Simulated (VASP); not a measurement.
# LiBe24 in VASP: further runs, part 2 of 3

VASP 6.6.1. The steps go on from the part before.

## 3. Single point, LDA

Contents of INCAR:

```
SYSTEM = LiBe24
PREC     = Accurate       ! precision mode
ENCUT    = 520            ! plane-wave cutoff, eV
EDIFF    = 1E-7           ! SCF threshold, eV
ISMEAR   = 0              ! smearing method
SIGMA    = 0.1            ! smearing width, eV
LREAL    = Auto         
LASPH    = .True.         ! aspherical terms in the spheres
NELM     = 100            ! most SCF steps
ALGO     = Normal         ! electronic algorithm
ISIF     = 2              ! what is computed and relaxed
LWAVE    = .False.        ! write WAVECAR
LCHARG   = .True.         ! write CHGCAR
LDIPOL   = .True.       
IDIPOL   = 3            
DIPOL    = 0.5 0.5 0.321
GGA      = CA             ! functional
LELF     = .True.         ! ELF
LVHAR    = .True.       
LVACPOTAV= .True.       
NBANDS   = 44             ! bands
```

Contents of KPOINTS:

```
Automatic mesh
0
Gamma
  6 4 1
  0 0 0
```

Contents of POSCAR:

```
LiBe24
1.0
    4.4524297775      0.0000000000      0.0000000000
    0.0000000000      7.0331519566      0.0000000000
    0.0000000000      0.0000000000     19.7998741761
Be Li
24 1
Direct
    0.0000000000      0.3750000000      0.2020214858
    0.0000000000      0.8750000000      0.2020214858
    0.5000000000      0.3750000000      0.2020214858
    0.5000000000      0.8750000000      0.2020214858
    0.2500000000      0.1250000000      0.2344789084
    0.2500000000      0.6250000000      0.2344789084
    0.7500000000      0.1250000000      0.2344789084
    0.7500000000      0.6250000000      0.2344789084
    0.2500000000      0.3750000000      0.2993937535
    0.2500000000      0.8750000000      0.2993937535
    0.7500000000      0.3750000000      0.2993937535
    0.7500000000      0.8750000000      0.2993937535
    0.0000000000      0.1250000000      0.3261495638
    0.0000000000      0.6250000000      0.3261495638
    0.5000000000      0.1250000000      0.3261495638
    0.5000000000      0.6250000000      0.3261495638
    0.0000000000      0.3750000000      0.3969669031
    0.0000000000      0.8750000000      0.3969669031
    0.5000000000      0.3750000000      0.3969669031
    0.5000000000      0.8750000000      0.3969669031
    0.2500000000      0.1250000000      0.4191882283
    0.2500000000      0.6250000000      0.4191882283
    0.7500000000      0.1250000000      0.4191882283
    0.7500000000      0.6250000000      0.4191882283
    0.4166666667      0.1250000000      0.5219462431
```

Potentials or basis: VASP PAW LDA potentials, release 64 (Be, Li_sv).

On the command line:

```
cat potpaw_LDA.64/Be/POTCAR potpaw_LDA.64/Li_sv/POTCAR > POTCAR
mpirun -np 1 vasp_std > vasp.out
```

It took 12 min on 1 thread of AMD EPYC 7R13 (Zen 3), shared host; peak memory 0.55 GiB.

Results (log left out):

| Item | Value |
| --- | --- |
| Free energy | -95.0043 eV |
| Largest force | 1.049 eV/Å |
| Band gap on the k mesh | zero (an odd number of electrons rules out a gap without spin polarisation) |

Forces on the atoms (eV/Å):
```
Be   0.001  0.022  0.565
Be   0.001 -0.022  0.565
Be  -0.003  0.030  0.576
Be  -0.003 -0.030  0.576
Be  -0.002  0.000 -0.662
Be   0.007  0.000 -0.731
Be  -0.001  0.000 -0.644
Be  -0.009  0.000 -0.737
Be   0.011  0.040  0.178
Be   0.011 -0.040  0.178
Be  -0.007  0.035  0.169
Be  -0.007 -0.035  0.169
Be   0.003  0.000  0.139
Be   0.004  0.000 -0.040
Be  -0.015  0.000 -0.051
Be  -0.005  0.000 -0.039
Be   0.021  0.072  0.216
Be   0.021 -0.072  0.216
Be  -0.010  0.010  0.265
Be  -0.010 -0.010  0.265
Be  -0.261  0.000 -1.016
Be   0.009  0.000 -0.093
Be   0.088  0.000 -0.014
Be  -0.010  0.000 -0.086
Li   0.167  0.000  0.036
```

Levels at points of the mesh, in eV from the Fermi level:
```tsv
k point	band 24	band 25	band 26	band 27	band 28	band 29
(0.00, 0.00, 0.00)	-0.72	-0.23	-0.19	0.07	0.21	0.96
(0.50, 0.00, 0.00)	0.69	0.72	0.77	0.89	1.24	1.33
(0.00, 0.50, 0.00)	-1.02	-0.99	-0.20	0.00	0.43	1.06
(0.50, 0.50, 0.00)	-0.76	-0.67	0.33	0.37	0.40	0.43
```

Caveat: the cutoff is under 1.25 times the usual one of these potentials, so pressure, stress and relaxed cells hold a basis-set (Pulay) error.

## 4. Single point, LDA

Contents of INCAR:

```
SYSTEM = LiBe24
  PREC = Accurate
  ENCUT = 520
  EDIFF = 1E-6
  ISMEAR = 0
  SIGMA = 0.1
  LREAL = Auto
  LASPH = .TRUE.
  NELM = 80
  ALGO = Normal
  ISIF = 2
  LWAVE = .FALSE.
  LCHARG = .FALSE.
  LDIPOL = .TRUE.
  IDIPOL = 3
  DIPOL = 0.5 0.5 0.321
  GGA = CA
  NBANDS = 44
```

Contents of KPOINTS:

```
regular mesh
0
G
  6 4 1
  0 0 0
```

POSCAR, as its differences from that of step 3:

```diff
@@ -32,2 +32,2 @@
     0.7500000000      0.6250000000      0.4191882283
-    0.4166666667      0.1250000000      0.5219462431
+    0.4166666667      0.3750000000      0.5048157728
```

Potentials or basis: VASP PAW LDA potentials, release 64 (Be, Li_sv).

On the command line:

```
cat potpaw_LDA.64/Be/POTCAR potpaw_LDA.64/Li_sv/POTCAR > POTCAR
mpirun -np 1 vasp_std > vasp.out
```

OUTCAR:

```text
SYSTEM = LiBe24
   PREC = Accurate
   ENCUT = 520
   EDIFF = 1E-6
   ISMEAR = 0
   LREAL = Auto
   LASPH = .TRUE.
   NELM = 80
   ISIF = 2
   GGA = CA

 ion  position               nearest neighbor table
   1  0.000  0.375  0.202-   5 2.18   6 2.18   7 2.18   8 2.18   3 2.23   3 2.23  11 2.23   9 2.23

   2  0.000  0.875  0.202-   5 2.18   6 2.18   7 2.18   8 2.18   4 2.23   4 2.23  12 2.23  10 2.23

   3  0.500  0.375  0.202-   5 2.18   6 2.18   7 2.18   8 2.18   1 2.23   1 2.23  11 2.23   9 2.23
[... 39 lines left out ...]
  23  0.750  0.125  0.419-  17 2.13  18 2.13  19 2.13  20 2.13  13 2.15  15 2.15  21 2.23  21 2.23

  24  0.750  0.625  0.419-  17 2.13  18 2.13  19 2.13  20 2.13  14 2.15  16 2.15  22 2.23  22 2.23

  25  0.417  0.375  0.505-  19 2.17

  LATTYP: Found a simple orthorhombic cell.
 ALAT       =     4.4524297775
 B/A-ratio  =     1.5796210851
 C/A-ratio  =     4.4469817977

  Lattice vectors:

 A1 = (   4.4524297775,   0.0000000000,   0.0000000000)
 A2 = (   0.0000000000,   7.0331519566,   0.0000000000)
 A3 = (   0.0000000000,   0.0000000000,  19.7998741761)

Analysis of symmetry for initial positions (statically):
=====================================================================
 Subroutine PRICEL returns:
 Original cell was already a primitive cell.

 Routine SETGRP: Setting up the symmetry group for a
 simple orthorhombic supercell.

 Subroutine GETGRP returns: Found  2 space group operations
 (whereof  1 operations were pure point group operations)
 out of a pool of  8 trial point group operations.

The static configuration has the point symmetry C_1 .
 The point group associated with its full space group is C_1h.

Analysis of symmetry for dynamics (positions and initial velocities):
=====================================================================
 Subroutine PRICEL returns:
 Original cell was already a primitive cell.

 Routine SETGRP: Setting up the symmetry group for a
 simple orthorhombic supercell.

 Subroutine GETGRP returns: Found  2 space group operations
 (whereof  1 operations were pure point group operations)
 out of a pool of  8 trial point group operations.

The dynamic configuration has the point symmetry C_1 .
 The point group associated with its full space group is C_1h.

 Subroutine INISYM returns: Found  2 space group operations
 (whereof  1 operations are pure point group operations),
 and found     1 'primitive' translations

----------------------------------------------------------------------------------------

                                     Primitive cell

  volume of cell :     620.0254

  direct lattice vectors                    reciprocal lattice vectors
     4.452429777  0.000000000  0.000000000     0.224596468  0.000000000  0.000000000
     0.000000000  7.033151957  0.000000000     0.000000000  0.142183761  0.000000000
     0.000000000  0.000000000 19.799874176     0.000000000  0.000000000  0.050505371

  length of vectors
     4.452429777  7.033151957 19.799874176     0.224596468  0.142183761  0.050505371

  position of ions in fractional coordinates (direct lattice)
     0.000000000  0.375000000  0.202021486
     0.000000000  0.875000000  0.202021486
     0.500000000  0.375000000  0.202021486
     0.500000000  0.875000000  0.202021486
     0.250000000  0.125000000  0.234478908
     0.250000000  0.625000000  0.234478908
[... 17 lines left out ...]
     0.750000000  0.625000000  0.419188228
[... 75 lines left out ...]
   ions per type =              24   1
   NGX,Y,Z   is equivalent  to a cutoff of  13.44, 12.76, 12.59 a.u.
   NGXF,Y,Z  is equivalent  to a cutoff of  26.88, 25.53, 25.19 a.u.
 SYSTEM =  LiBe24
   PREC   = accura    normal or accurate (medium, high low for compatibility)
   ISTART =      0    job   : 0-new  1-cont  2-samecut
   ICHARG =      2    charge: 1-file 2-atom 10-const
   ISPIN  =      1    spin polarized calculation?
   LNONCOLLINEAR =      F non collinear calculations
   LSORBIT =      F    spin-orbit coupling
   LASPH  =      T    aspherical Exc in radial PAW
   ENCUT  =  520.0 eV  38.22 Ry    6.18 a.u.   8.28 13.08 36.81*2*pi/ulx,y,z
   NELM   =     80;   NELMIN=  2; NELMDL= -5     # of ELM steps
   EDIFF  = 0.1E-05   stopping-criterion for ELM
   LREAL  =      T    real-space projection
   EDIFFG = 0.1E-04   stopping-criterion for IOM
   NSW    =      0    number of steps for IOM
   IBRION =     -1    ionic relax: 0-MD 1-quasi-New 2-CG
   NFREE  =      0    steps in history (QN), initial steepest desc. (CG)
   ISIF   =      2    stress and relaxation
   ISYM   =      2    0-nonsym 1-usesym 2-fastsym
   POTIM  = 0.5000    time-step for ionic-motion
   TEBEG  =    0.0;   TEEND  =   0.0 temperature during run
   PSTRESS=    0.0 pullay stress
   NELECT =      51.0000    total number of electrons
   NUPDOWN=      -1.0000    fix difference up-down
   EMIN   =  10.00;   EMAX   =-10.00  energy-range for DOS
   EFERMI =   0.00;   METHOD = LEGACY
   ISMEAR =     0;   SIGMA  =   0.10  broadening in eV -4-tet -1-fermi 0-gaus
   EFERMI_NEDOS =   21; number of points for ismear=-14 and -15
   IALGO  =     38    algorithm
   IMIX   =      4    mixing-type and parameters
     AMIX     =   0.40;   BMIX     =  1.00
     AMIX_MAG =   1.60;   BMIX_MAG =  1.00
  volume/ion in A,a.u.               =      24.80       167.37
  Fermi-wavevector in a.u.,A,eV,Ry     =   0.711970  1.345428  6.896811  0.506901
  Thomas-Fermi vector in A             =   1.799222
   LORBIT       =      0    0 simple, 1 ext, 2 COOP (PROOUT), +10 PAW based schemes
   GGA     = CA    functional components
   LHFCALC =     F    Hartree Fock is set to
   AEXX    =    0.0000 exact exchange contribution
   IVDW    =     0    specifies the selected vdW correction
   LEPSILON=     F    determine dielectric tensor
   LRPA    =     F    only Hartree local field effects (RPA)
 non-spin polarized calculation
 Gauss-broadening in eV      SIGMA  =   0.10
  energy-cutoff  :      520.00
  volume of cell :      620.03
 maximum number of plane-waves:     16734
 NGX is ok and might be reduce to    36
   NGX = 17   NGY = 27   NGZ = 73

 dipolmoment           0.000000      0.000000      0.039483 electrons x Angstroem

 number of electron      51.0000015 magnetization

 dipolmoment           0.000000      0.000000     -0.370657 electrons x Angstroem

 Free energy of the ion-electron system (eV)
  ---------------------------------------------------
  ext. energy  EPLUGINS =         0.00000000
  ---------------------------------------------------
  free energy    TOTEN  =       -95.61046305 eV

  energy without entropy =      -95.58287813  energy(sigma->0) =      -95.59667059

 E-fermi :  -0.4283     XC(G=0):  -4.3628

 val. band max:       -0.4553391660   @ k =   0.3333   0.2500   0.0000
 cond. band min:      -0.3893082885   @ k =   0.3333   0.0000   0.0000
 fundamental gap:      0.0660308775
 Fermi energy:        -0.4282634854

 k-point     1 :       0.0000    0.0000    0.0000
  band No.  band energies     occupation
      1     -47.0380      2.00000
      2     -10.8360      2.00000
      3      -8.7739      2.00000
      4      -8.7045      2.00000
      5      -8.6736      2.00000
      6      -6.6391      2.00000
[... 469 lines left out ...]
     36       3.7437      0.00000
     37       3.9564      0.00000
 [bands above 37 left out]

------------------------ aborting loop because EDIFF is reached ----------------------------------------

 vacuum level on the upper side and lower side of the slab       (xc-potential included)        -1.058         1.036

  FORCE on cell =-STRESS in cart. coord.  units (eV):
  Direction    XX          YY          ZZ          XY          YZ          ZX
  --------------------------------------------------------------------------------------
  -------------------------------------------------------------------------------------
  Total       -0.8332165     -3.0400572     -1.0686511      0.0000000      0.0000000      0.0030986
  in kB       -2.1530739     -7.8556626     -2.7614489      0.0000000      0.0000000      0.0080069
  external PRESSURE =      -4.2567285 kB  Pullay stress =       0.0000000 kB

 VOLUME and BASIS-vectors are now :
 -----------------------------------------------------------------------------
  energy-cutoff  :      520.00
  volume of cell :      620.03
      direct lattice vectors                 reciprocal lattice vectors
     4.452429777  0.000000000  0.000000000     0.224596468  0.000000000  0.000000000
     0.000000000  7.033151957  0.000000000     0.000000000  0.142183761  0.000000000
     0.000000000  0.000000000 19.799874176     0.000000000  0.000000000  0.050505371

 POSITION                                       TOTAL-FORCE (eV/Angst)
 -----------------------------------------------------------------------------------
      0.00000      2.63743      4.00000        -0.002820      0.000000      0.568298
      0.00000      6.15401      4.00000         0.007839      0.000000      0.545650
      2.22621      2.63743      4.00000        -0.000147      0.000000      0.577295
      2.22621      6.15401      4.00000        -0.011658      0.000000      0.598694
      1.11311      0.87914      4.64265        -0.001921      0.035281     -0.706084
      1.11311      4.39572      4.64265        -0.001921     -0.035281     -0.706084
[... 17 lines left out ...]
      3.33932      4.39572      8.29987        -0.105551     -0.002834      0.073097
      1.85518      2.63743      9.99529        -0.009459      0.000000      0.021668
 -----------------------------------------------------------------------------------
    total drift:                               -0.000001      0.000000     -0.001780

  FREE ENERGIE OF THE ION-ELECTRON SYSTEM (eV)
  ---------------------------------------------------
  free  energy   TOTEN  =       -95.6104630479 eV

  energy  without entropy=      -95.5828781259  energy(sigma->0) =      -95.59667059

 vacuum level on the upper side and lower side of the slab         1.862         4.054
```

It took 11 min on 1 thread of AMD EPYC 7R13 (Zen 3), shared host; peak memory 0.54 GiB.

What came out:

| Quantity | Value |
| --- | --- |
| Free energy | -95.6105 eV |
| Largest force | 0.707 eV/Å |
| Band gap on the k mesh | zero (an odd number of electrons rules out a gap without spin polarisation) |

Forces in eV/Å, atoms in the order of the input:
```
Be  -0.003  0.000  0.568
Be   0.008  0.000  0.546
Be   0.000  0.000  0.577
Be  -0.012  0.000  0.599
Be  -0.002  0.035 -0.706
Be  -0.002 -0.035 -0.706
Be  -0.001  0.044 -0.686
Be  -0.001 -0.044 -0.686
Be   0.037  0.000  0.190
Be   0.002  0.000  0.132
Be  -0.026  0.000  0.228
Be  -0.003  0.000  0.116
Be  -0.005 -0.027  0.057
Be  -0.005  0.027  0.057
Be  -0.009 -0.076 -0.099
Be  -0.009  0.076 -0.099
Be   0.069  0.000  0.457
Be   0.000  0.000  0.057
Be   0.057  0.000 -0.523
Be   0.008  0.000  0.039
Be   0.059 -0.106 -0.143
Be   0.059  0.106 -0.143
Be  -0.106  0.003  0.073
Be  -0.106 -0.003  0.073
Li  -0.009  0.000  0.022
```

Caveat: the cutoff is under 1.25 times the usual one of these potentials, so pressure, stress and relaxed cells hold a basis-set (Pulay) error.

(Part 2 of 3 ends here.)

The gap in the log of VASP goes by the Fermi energy; the results here count the filled bands.